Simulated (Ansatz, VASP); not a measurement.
# MnF2 in VASP and in Ansatz

INCAR

```
PREC = Accurate
ENCUT = 520
EDIFF = 1E-6
ISMEAR = 0
SIGMA = 0.2
LREAL = F
LASPH = T
NELM = 150
ALGO = Normal
ISIF = 2
LWAVE = F
LCHARG = F
ISPIN = 2
MAGMOM = 5.2 5.2 0 0 0 0
LORBIT = 11
LMAXMIX = 4
GGA = RE
NBANDS = 40
```

File KPOINTS:

```
regular mesh
0
Gamma
  5 5 7
```

The input POSCAR:

```
MnF2
1.0
    4.8899921455      0.0000000000      0.0000000000
    0.0000000000      4.8899921455      0.0000000000
    0.0000000000      0.0000000000      3.3216990841
Mn F
2 4
Direct
    0.0000000000      0.0000000000      0.0000000000
    0.5000000000      0.5000000000      0.5000000000
    0.3053000000      0.3053000000      0.0000000000
    0.1947000000      0.8053000000      0.5000000000
    0.6947000000      0.6947000000      0.0000000000
    0.8053000000      0.1947000000      0.5000000000
```

Input for Ansatz:

```yaml
crystal:
  lattice:
    - [4.889992145527434, 0.0, 0.0]
    - [0.0, 4.889992145527434, 0.0]
    - [0.0, 0.0, 3.3216990841227947]
  atoms:
    - { symbol: Mn, position: [0.0, 0.0, 0.0], spin: 5.2 }
    - { symbol: Mn, position: [0.5, 0.5, 0.5], spin: 5.2 }
    - { symbol: F, position: [0.3053, 0.3053, 0.0] }
    - { symbol: F, position: [0.1947, 0.8053, 0.5] }
    - { symbol: F, position: [0.6947, 0.6947, 0.0] }
    - { symbol: F, position: [0.8053, 0.1947, 0.5] }
kpoints:
  mp_grid:
    grid: [5, 5, 7]
hamiltonian:
  xc: revpbe
  pseudopotentials:
    kind: nc
magnetization:
  spin_polarized: true
scf:
  n_extra_bands: 16
  lower_state_search: light
  occupations:
    method: gaussian
    width: 0.2
output:
  stress: true
```

Alike in both runs: task single point; functional revPBE; k mesh 5 × 5 × 7; occupations gaussian, width 0.2 eV; collinear spin.

|  | VASP | Ansatz |
| --- | --- | --- |
| version | VASP 6.6.1 | Ansatz 0.2.0 |
| potentials or method | VASP PAW PBE potentials, release 64 (Mn_pv, F) | plane waves |
| plane-wave cutoff (eV) | 520 | 1320 |
| valence electrons in the cell | 54 | 58 |

VASP gave:

- pressure (GPa): 5.9
- traceless stress, the component that is largest in VASP (GPa): 0.37
- net moment per atom (μB): 1.67
- size of the moment on the site where the two differ most (μB): 4.60

Q: Which values does Ansatz return?

A: Pressure (GPa): 5.7; traceless stress, the component that is largest in VASP (GPa): 0.28; net moment per atom (μB): 1.67; size of the moment on the site where the two differ most (μB): 4.21.

VASP's potentials were made for PBE, not for revPBE. Site moments also hang on the region over which each program counts them. With one functional, cell and mesh, what is left measures potentials, basis and numerics. VASP's potentials hold 54 valence electrons a cell and Ansatz's 58, so a difference there can come from the potentials and not from the codes.
